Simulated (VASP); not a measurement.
CdSe, 4 atoms in the cell. Symmetry: P6_3mc, No. 186, hexagonal system. The conventional cell has a = 4.301 Å, b = 4.301 Å, c = 7.022 Å, α = 90.00°, β = 90.00°, γ = 120.00°. Within 3.5 Å of Cd (site symmetry 3m) lie 4 Se at 2.63 to 2.64 Å. Se (site symmetry 3m) has 4 Cd at 2.63 to 2.64 Å within 3.5 Å. 

* Program: VASP 6.6.1
* Task: elastic constants
* Functional: PBEsol
* Potentials or basis: VASP PAW PBE potentials, release 64 (Cd, Se)
* Cutoff: 500 eV
* k mesh: 6 × 6 × 4
* Occupations: gaussian, width 0.01 eV
* Spin: no spin polarisation
* Dipole correction: no
* Ions in elastic constants: relaxed
* Further INCAR settings: ALGO = Normal; EDIFF = 1e-08; IBRION = 6; POTIM = 0.015; NSW = 1; ISIF = 3

Potentials or basis: VASP PAW PBE potentials, release 64 (Cd, Se).

The run is started by

```sh
$ cat potpaw_PBE.64/Cd/POTCAR potpaw_PBE.64/Se/POTCAR > POTCAR
$ mpirun -np 1 vasp_std > vasp.out
```

Hardware: 1 thread of Intel(R) Xeon(R) Platinum 8259CL CPU @ 2.50GHz (Skylake/Cascade Lake), with other jobs on the host.

How long does it take, and how much memory?

It took 21 min on 1 thread of Intel(R) Xeon(R) Platinum 8259CL CPU @ 2.50GHz (Skylake/Cascade Lake), on a shared host, peak memory 0.43 GiB. Counts: scf iterations 248, k points 21.
